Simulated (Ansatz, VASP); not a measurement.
## NaCl in VASP and in Ansatz

```
CELL_PARAMETERS angstrom
3.53420 0.00000 0.00000
0.00000 3.53420 0.00000
0.00000 0.00000 3.53420
ATOMIC_POSITIONS crystal
Na 0.00000 0.00000 0.00000
Cl 0.50000 0.50000 0.50000
```

Alike in both runs: task single point; functional LDA; k mesh 6 × 6 × 6; occupations gaussian, width 0.02 eV; no spin polarisation.

|  | VASP | Ansatz |
| --- | --- | --- |
| version | VASP 6.6.1 | Ansatz 0.2.0 |
| potentials or method | VASP PAW LDA potentials, release 64 (Na_pv, Cl), cutoff 520 eV | scalar-relativistic, plane waves, PAW |
| valence electrons in the cell | 14 | 16 |

Ansatz gave:

* gap on the k mesh at the Fermi level (eV): 3.52
* least direct gap on the mesh (eV): 4.00
* pressure (GPa): -3.6

What did VASP give for the same quantities?

gap on the k mesh at the Fermi level (eV): 3.52; least direct gap on the mesh (eV): 4.01; pressure (GPa): -3.6.

LDA's correlation is that of Perdew and Zunger in VASP and of Perdew and Wang (1992) in Ansatz. VASP's potentials hold 14 valence electrons a cell and Ansatz's 16, so a difference there can come from the potentials and not from the codes.
